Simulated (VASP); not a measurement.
# Lu3Si (P1) in VASP: a series of runs

The runs below take Lu3Si through single point, with r2SCAN.

Everything below comes from runs of VASP 6.6.1. Logs are shortened: lines on timing, memory, paths and dates and some standing lists are left out, and cuts for length are marked.

### 1 The cell of the first run

The typed cell holds 4 atoms: a = 4.494 Å, b = 4.584 Å, c = 4.502 Å, α = 92.15°, β = 88.57°, γ = 90.78°.

### 2 Single point, r2SCAN

Input file POSCAR:

```
Lu3Si
1.0
    4.4939900000     -0.0303100000      0.0560000000
   -0.0303100000      4.5834100000     -0.0851100000
    0.0560000000     -0.0851100000      4.5012600000
Lu Si
3 1
Direct
    0.9987000000      0.4962900000      0.5075500000
    0.4982128956      0.0083486806      0.4774694537
    0.4987000000      0.5061700000      0.9845700000
    0.0142700000      0.9978500000      0.0080600000
```

Input file INCAR.step1:

```
SYSTEM = Lu3Si
PREC     = Accurate       ! precision mode
ENCUT    = 520            ! plane-wave cutoff, eV
ISMEAR   = 1              ! smearing method
SIGMA    = 0.1            ! smearing width, eV
LREAL    = .FALSE.        ! projectors in reciprocal space
LASPH    = .TRUE.         ! aspherical terms in the spheres
NELM     = 60             ! most SCF steps
NBANDS   = 48             ! bands
GGA      = PE             ! functional
ALGO     = Normal         ! electronic algorithm
EDIFF    = 1E-4           ! SCF threshold, eV
LWAVE    = .TRUE.         ! write WAVECAR
LCHARG   = .FALSE.        ! write CHGCAR
```

Input file INCAR.step2:

```
SYSTEM = Lu3Si
PREC     = Accurate       ! precision mode
ENCUT    = 520            ! plane-wave cutoff, eV
EDIFF    = 1E-7           ! SCF threshold, eV
ISMEAR   = 1              ! smearing method
SIGMA    = 0.1            ! smearing width, eV
LREAL    = .FALSE.        ! projectors in reciprocal space
LASPH    = .TRUE.         ! aspherical terms in the spheres
NELM     = 60             ! most SCF steps
ALGO     = Normal         ! electronic algorithm
ISIF     = 2              ! what is computed and relaxed
LWAVE    = .FALSE.        ! write WAVECAR
LCHARG   = .FALSE.        ! write CHGCAR
METAGGA  = R2SCAN         ! meta-GGA
LMIXTAU  = .TRUE.       
NBANDS   = 48             ! bands
ISTART   = 1
```

Input file KPOINTS:

```
regular mesh
0
G
  4 4 4
  0 0 0
```

Potentials or basis: VASP PAW PBE potentials, release 64 (Lu, Si).

The run is started by

```bash
$ cat potpaw_PBE.64/Lu/POTCAR potpaw_PBE.64/Si/POTCAR > POTCAR
$ cp INCAR.step1 INCAR
$ mpirun -np 1 vasp_std > vasp.out
$ cp INCAR.step2 INCAR
$ mpirun -np 1 vasp_std > vasp.out
```

OUTCAR:

```text
SYSTEM = Lu3Si
   PREC = Accurate
   ENCUT = 520
   EDIFF = 1E-7
   ISMEAR = 1
   LREAL = .FALSE.
   LASPH = .TRUE.
   NELM = 60
   ISIF = 2
   METAGGA = R2SCAN
   ISTART = 1

 ion  position               nearest neighbor table
   1  0.999  0.496  0.508-   3 3.07   4 3.15   3 3.15   2 3.15   4 3.16   2 3.19   3 3.22   2 3.23
                             4 3.27   4 3.27   2 3.28   3 3.30
   2  0.498  0.008  0.477-   4 3.07   4 3.10   3 3.14   1 3.15   3 3.17   1 3.19   4 3.19   1 3.23
                             3 3.24   1 3.28   3 3.30   4 3.37
   3  0.499  0.506  0.985-   1 3.07   2 3.14   1 3.15   4 3.15   2 3.17   4 3.17   4 3.21   1 3.22
                             2 3.24   1 3.30   2 3.30   4 3.31
   4  0.014  0.998  0.008-   2 3.07   2 3.10   1 3.15   3 3.15   1 3.16   3 3.17   2 3.19   3 3.21
                             1 3.27   1 3.27   3 3.31   2 3.37

  LATTYP: Found a triclinic cell.
 ALAT       =     4.5024128309
 B/A-ratio  =     1.4000910800
 C/A-ratio  =     0.9982294540
 COS(alpha) =     0.0079913701
 COS(beta)  =     0.0250206541
 COS(gamma) =     0.6869372033

  Lattice vectors:

 A1 = (  -0.0560000000,   0.0851100000,  -4.5012600000)
 A2 = (  -0.0256900000,  -4.4983000000,  -4.4161500000)
 A3 = (  -4.4939900000,   0.0303100000,  -0.0560000000)

Analysis of symmetry for initial positions (statically):
=====================================================================
 Subroutine PRICEL returns:
 Original cell was already a primitive cell.

 Routine SETGRP: Setting up the symmetry group for a
 triclinic supercell.

 Subroutine GETGRP returns: Found  1 space group operations
 (whereof  1 operations were pure point group operations)
 out of a pool of  2 trial point group operations.

The static configuration has the point symmetry C_1 .

Analysis of symmetry for dynamics (positions and initial velocities):
=====================================================================
 Subroutine PRICEL returns:
 Original cell was already a primitive cell.

 Routine SETGRP: Setting up the symmetry group for a
 triclinic supercell.

 Subroutine GETGRP returns: Found  1 space group operations
 (whereof  1 operations were pure point group operations)
 out of a pool of  2 trial point group operations.

The dynamic configuration has the point symmetry C_1 .

 Subroutine INISYM returns: Found  1 space group operations
 (whereof  1 operations are pure point group operations),
 and found     1 'primitive' translations

----------------------------------------------------------------------------------------

                                     Primitive cell

  volume of cell :      92.6653

  direct lattice vectors                    reciprocal lattice vectors
     4.493990000 -0.030310000  0.056000000     0.222563161  0.001420889 -0.002742033
    -0.030310000  4.583410000 -0.085110000     0.001420889  0.218263870  0.004109265
     0.056000000 -0.085110000  4.501260000    -0.002742033  0.004109265  0.222271829

  length of vectors
     4.494441102  4.584300343  4.502412831     0.222584587  0.218307174  0.222326721

  position of ions in fractional coordinates (direct lattice)
     0.998700000  0.496290000  0.507550000
     0.498212896  0.008348681  0.477469454
     0.498700000  0.506170000  0.984570000
     0.014270000  0.997850000  0.008060000

  ion indices of the primitive-cell ions
   primitive index   ion index
                 1           1
                 2           2
                 3           3
                 4           4

----------------------------------------------------------------------------------------

 KPOINTS: regular mesh

Automatic generation of k-mesh.
 Grid dimensions read from file:
 generate k-points for:    4    4    4

 Generating k-lattice:

  Cartesian coordinates                     Fractional coordinates (reciprocal lattice)
     0.055640790  0.000355222 -0.000685508     0.250000000  0.000000000  0.000000000
     0.000355222  0.054565968  0.001027316     0.000000000  0.250000000  0.000000000
    -0.000685508  0.001027316  0.055567957    -0.000000000  0.000000000  0.250000000

  Length of vectors
     0.055646147  0.054576793  0.055581680

  Shift w.r.t. Gamma in fractional coordinates (k-lattice)
     0.000000000  0.000000000  0.000000000

 Subroutine IBZKPT returns following result:
 ===========================================

 Found     36 irreducible k-points:

 Following reciprocal coordinates:
            Coordinates               Weight
  0.000000  0.000000  0.000000      1.000000
  0.250000  0.000000 -0.000000      2.000000
  0.500000  0.000000 -0.000000      1.000000
  0.000000  0.250000  0.000000      2.000000
  0.250000  0.250000  0.000000      2.000000
  0.500000  0.250000 -0.000000      2.000000
[... 16 lines left out ...]
  0.000000 -0.250000  0.250000      2.000000
  0.250000 -0.250000  0.250000      2.000000
 [... further k-points ...]
   k-points           NKPTS =     36   k-points in BZ     NKDIM =     36   number of bands    NBANDS=     48
   number of dos      NEDOS =    301   number of ions     NIONS =      4
   total plane-waves  NPLWV =  46656
   dimension x,y,z NGX =    36 NGY =   36 NGZ =   36
   dimension x,y,z NGXF=    72 NGYF=   72 NGZF=   72
   ions per type =               3   1
   NGX,Y,Z   is equivalent  to a cutoff of  13.32, 13.06, 13.29 a.u.
   NGXF,Y,Z  is equivalent  to a cutoff of  26.63, 26.11, 26.59 a.u.
 SYSTEM =  Lu3Si
   PREC   = accura    normal or accurate (medium, high low for compatibility)
   ISTART =      1    job   : 0-new  1-cont  2-samecut
   ICHARG =      0    charge: 1-file 2-atom 10-const
   ISPIN  =      1    spin polarized calculation?
   LNONCOLLINEAR =      F non collinear calculations
   LSORBIT =      F    spin-orbit coupling
   LASPH  =      T    aspherical Exc in radial PAW
   ENCUT  =  520.0 eV  38.22 Ry    6.18 a.u.   8.36  8.52  8.37*2*pi/ulx,y,z
   NELM   =     60;   NELMIN=  2; NELMDL=  0     # of ELM steps
   EDIFF  = 0.1E-06   stopping-criterion for ELM
   LREAL  =      F    real-space projection
   EDIFFG = 0.1E-05   stopping-criterion for IOM
   NSW    =      0    number of steps for IOM
   IBRION =     -1    ionic relax: 0-MD 1-quasi-New 2-CG
   NFREE  =      0    steps in history (QN), initial steepest desc. (CG)
   ISIF   =      2    stress and relaxation
   ISYM   =      2    0-nonsym 1-usesym 2-fastsym
   POTIM  = 0.5000    time-step for ionic-motion
   TEBEG  =    0.0;   TEEND  =   0.0 temperature during run
   PSTRESS=    0.0 pullay stress
   NELECT =      79.0000    total number of electrons
   NUPDOWN=      -1.0000    fix difference up-down
   EMIN   =  10.00;   EMAX   =-10.00  energy-range for DOS
   EFERMI =   0.00;   METHOD = LEGACY
   ISMEAR =     1;   SIGMA  =   0.10  broadening in eV -4-tet -1-fermi 0-gaus
   EFERMI_NEDOS =   21; number of points for ismear=-14 and -15
   IALGO  =     38    algorithm
   IMIX   =      4    mixing-type and parameters
     AMIX     =   0.40;   BMIX     =  1.00
     AMIX_MAG =   1.60;   BMIX_MAG =  1.00
  volume/ion in A,a.u.               =      23.17       156.33
  Fermi-wavevector in a.u.,A,eV,Ry     =   1.552309  2.933439 32.785461  2.409663
  Thomas-Fermi vector in A             =   2.656703
   LORBIT       =      0    0 simple, 1 ext, 2 COOP (PROOUT), +10 PAW based schemes
   METAGGA = R2SCAN    functional components
   LHFCALC =     F    Hartree Fock is set to
   AEXX    =    0.0000 exact exchange contribution
   IVDW    =     0    specifies the selected vdW correction
   LEPSILON=     F    determine dielectric tensor
   LRPA    =     F    only Hartree local field effects (RPA)
 non-spin polarized calculation
 Methfessel and Paxton  Order N= 1 SIGMA  =   0.10
  energy-cutoff  :      520.00
  volume of cell :       92.67
 maximum number of plane-waves:      2509
 NGX is ok and might be reduce to    36
   NGX = 17   NGY = 17   NGZ = 17

 number of electron      78.9999984 magnetization

 Free energy of the ion-electron system (eV)
  ---------------------------------------------------
  ext. energy  EPLUGINS =         0.00000000
  ---------------------------------------------------
  free energy    TOTEN  =      -123.82800822 eV

  energy without entropy =     -123.82252913  energy(sigma->0) =     -123.82618186

 E-fermi :   4.0290     XC(G=0): -12.1252

 val. band max:        4.0274584731   @ k =   0.5000   0.0000   0.5000
 cond. band min:       4.0322655771   @ k =   0.5000   0.2500  -0.0000
 fundamental gap:      0.0048071040
 Fermi energy:         4.0289652100

 k-point     1 :       0.0000    0.0000    0.0000
  band No.  band energies     occupation
      1     -54.0675      2.00000
      2     -53.9832      2.00000
      3     -53.9637      2.00000
      4     -24.5043      2.00000
      5     -24.4217      2.00000
      6     -24.3812      2.00000
[... 40 lines left out ...]
     47       7.9538      0.00000
     48       9.9357      0.00000

 k-point     2 :       0.2500    0.0000   -0.0000
  band No.  band energies     occupation
      1     -54.0550      2.00000
      2     -53.9946      2.00000
      3     -53.9646      2.00000
      4     -24.4398      2.00000
      5     -24.3512      2.00000
      6     -24.3191      2.00000
[... 40 lines left out ...]
     47       8.3153      0.00000
     48       8.5519      0.00000

 k-point     3 :       0.5000    0.0000   -0.0000
  band No.  band energies     occupation
      1     -54.0290      2.00000
      2     -54.0201      2.00000
      3     -53.9650      2.00000
      4     -24.3619      2.00000
      5     -24.2195      2.00000
      6     -24.1861      2.00000
[... 40 lines left out ...]
     47       7.3713      0.00000
     48       7.6227      0.00000

 k-point     4 :       0.0000    0.2500    0.0000
  band No.  band energies     occupation
      1     -54.0592      2.00000
      2     -53.9834      2.00000
      3     -53.9717      2.00000
      4     -24.4463      2.00000
      5     -24.3617      2.00000
      6     -24.3204      2.00000
[... 958 lines left out ...]
     47       7.9445      0.00000
     48       8.0377      0.00000

 k-point    23 :       0.0000   -0.2500    0.2500
  band No.  band energies     occupation
      1     -54.0505      2.00000
      2     -53.9915      2.00000
      3     -53.9720      2.00000
      4     -24.4604      2.00000
      5     -24.3344      2.00000
      6     -24.2223      2.00000
[... 40 lines left out ...]
     47       7.9603      0.00000
     48       8.4882      0.00000

 k-point    24 :       0.2500   -0.2500    0.2500
  band No.  band energies     occupation
      1     -54.0440      2.00000
      2     -53.9965      2.00000
      3     -53.9733      2.00000
      4     -24.5564      2.00000
      5     -24.2970      2.00000
      6     -24.2473      2.00000
[... 40 lines left out ...]
     47       8.2286      0.00000
     48       8.3981      0.00000

 [... further k-points ...]
[... 5 lines left out ...]
  --------------------------------------------------------------------------------------
  -------------------------------------------------------------------------------------
  Total       -0.0592253     -0.7629728     -0.0665452      0.2296483      0.9248623     -0.4484997
  in kB       -1.0240017    -13.1917557     -1.1505626      3.9706065     15.9908162     -7.7545341
  external PRESSURE =      -5.1221066 kB  Pullay stress =       0.0000000 kB

 VOLUME and BASIS-vectors are now :
 -----------------------------------------------------------------------------
  energy-cutoff  :      520.00
  volume of cell :       92.67
      direct lattice vectors                 reciprocal lattice vectors
     4.493990000 -0.030310000  0.056000000     0.222563161  0.001420889 -0.002742033
    -0.030310000  4.583410000 -0.085110000     0.001420889  0.218263870  0.004109265
     0.056000000 -0.085110000  4.501260000    -0.002742033  0.004109265  0.222271829

 POSITION                                       TOTAL-FORCE (eV/Angst)
 -----------------------------------------------------------------------------------
      4.50153      2.20123      2.29830         0.186947      0.167836     -0.355522
      2.26545     -0.01747      2.17640         0.043841     -0.304808      0.250433
      2.28095      2.22107      4.41665        -0.041185      0.009046      0.464330
      0.03434      4.57244     -0.04785        -0.189603      0.127926     -0.359240
 -----------------------------------------------------------------------------------
    total drift:                                0.028189     -0.024734     -0.016844

  FREE ENERGIE OF THE ION-ELECTRON SYSTEM (eV)
  ---------------------------------------------------
  free  energy   TOTEN  =      -123.8280082189 eV

  energy  without entropy=     -123.8225291293  energy(sigma->0) =     -123.82618186
```

It took 17 min on 1 thread of Intel Xeon 8259CL, shared host; peak memory 0.31 GiB.

Results:

```yaml
Free_energy: -123.8280 eV
Pressure: -0.5 GPa
Largest_force: 0.466 eV/Å
Band_gap_on_the_k_mesh: zero (an odd number of electrons rules out a gap without spin polarisation)
```

Forces on the atoms (eV/Å):
```
Lu   0.187  0.168 -0.356
Lu   0.044 -0.305  0.250
Lu  -0.041  0.009  0.464
Si  -0.190  0.128 -0.359
```

Levels at points of the mesh, in eV from the Fermi level:
| k point | band 38 | band 39 | band 40 | band 41 | band 42 | band 43 |
| --- | --- | --- | --- | --- | --- | --- |
| (0.00, 0.00, 0.00) | -1.14 | -1.04 | -0.84 | -0.77 | -0.72 | -0.59 |
| (0.50, 0.00, 0.00) | -2.07 | -0.11 | 0.02 | 1.05 | 1.18 | 1.33 |
| (0.00, 0.50, 0.00) | -2.08 | -0.12 | 0.05 | 1.16 | 1.21 | 1.38 |
| (0.50, 0.50, 0.00) | -2.10 | 0.12 | 0.33 | 0.41 | 1.43 | 1.49 |
| (0.00, 0.00, 0.50) | -2.09 | -0.05 | 0.01 | 1.03 | 1.19 | 1.37 |
| (0.50, 0.00, 0.50) | -2.02 | 0.00 | 0.22 | 0.35 | 1.35 | 1.41 |
| (0.00, 0.50, 0.50) | -2.11 | 0.05 | 0.32 | 0.42 | 1.45 | 1.49 |
| (0.50, 0.50, 0.50) | -2.33 | -2.27 | -2.17 | 0.73 | 1.93 | 2.08 |

Caveat: the PAW data sets were made with another functional, which shifts forces and pressure a little; spin-orbit coupling is left out, which moves the levels of the heavy elements.

### 3 Single point, r2SCAN

POSCAR: that of step 2 with these lines changed.

```diff
@@ -9,3 +9,3 @@
     0.9987000000      0.4962900000      0.5075500000
-    0.4982128956      0.0083486806      0.4774694537
+    0.4982484178      0.0138052774      0.4775721853
     0.4987000000      0.5061700000      0.9845700000
```

Input file INCAR.step1:

```
PREC = Accurate
ENCUT = 520
ISMEAR = 1
SIGMA = 0.1
LREAL = F
LASPH = T
NELM = 80
NBANDS = 48
GGA = PE
ALGO = Normal
EDIFF = 1E-4
LWAVE = T
LCHARG = F
```

Input file INCAR.step2:

```
PREC = Accurate
ENCUT = 520
EDIFF = 1E-6
ISMEAR = 1
SIGMA = 0.1
LREAL = F
LASPH = T
NELM = 80
ALGO = Normal
ISIF = 2
LWAVE = F
LCHARG = T
METAGGA = R2SCAN
LMIXTAU = T
LELF = T
LVHAR = T
NBANDS = 48
ISTART = 1
```

Input file KPOINTS:

```
regular mesh
0
Gamma
  4 4 4
```

Potentials or basis: VASP PAW PBE potentials, release 64 (Lu, Si).

The run is started by

```bash
$ cat potpaw_PBE.64/Lu/POTCAR potpaw_PBE.64/Si/POTCAR > POTCAR
$ cp INCAR.step1 INCAR
$ mpirun -np 1 vasp_std > vasp.out
$ cp INCAR.step2 INCAR
$ mpirun -np 1 vasp_std > vasp.out
```

It took 15 min on 1 thread of Intel Xeon 8259CL, shared host; peak memory 0.31 GiB.

The run converged. Its results:

```yaml
Free_energy: -123.8173 eV
Pressure: -0.5 GPa
Largest_force: 0.577 eV/Å
Band_gap_on_the_k_mesh: zero (an odd number of electrons rules out a gap without spin polarisation)
```

Forces in eV/Å, atoms in the order of the input:
```
Lu   0.193  0.252 -0.361
Lu   0.035 -0.528  0.230
Lu  -0.039  0.098  0.487
Si  -0.189  0.178 -0.356
```

Stress tensor (GPa, compression positive):
```
-0.11  0.38 -0.77
 0.38 -1.35  1.58
-0.77  1.58 -0.13
```

Levels at points of the mesh, in eV from the Fermi level:
```
           k point  band 36  band 37  band 38  band 39  band 40  band 41  band 42  band 43  band 44  band 45
(0.00, 0.00, 0.00)    -1.84    -1.78    -1.14    -1.04    -0.84    -0.76    -0.71    -0.59     2.57     3.33
(0.50, 0.00, 0.00)    -2.26    -2.22    -2.07    -0.11     0.02     1.04     1.19     1.34     1.88     2.15
(0.00, 0.50, 0.00)    -2.31    -2.12    -2.07    -0.12     0.06     1.16     1.20     1.38     1.84     1.96
(0.50, 0.50, 0.00)    -4.16    -2.45    -2.10     0.13     0.34     0.41     1.42     1.50     1.89     2.86
(0.00, 0.00, 0.50)    -2.28    -2.19    -2.09    -0.04     0.01     1.03     1.20     1.37     1.93     2.18
(0.50, 0.00, 0.50)    -4.06    -2.59    -2.02    -0.01     0.22     0.34     1.37     1.43     2.01     2.79
(0.00, 0.50, 0.50)    -4.10    -2.46    -2.11     0.04     0.32     0.42     1.45     1.49     1.90     2.75
(0.50, 0.50, 0.50)    -2.60    -2.50    -2.32    -2.26    -2.17     0.74     1.94     2.09     2.46     2.77
```

Caveat: the PAW data sets were made with another functional, which shifts forces and pressure a little; spin-orbit coupling is left out, which moves the levels of the heavy elements.

(Continued in part 2 of 2.)
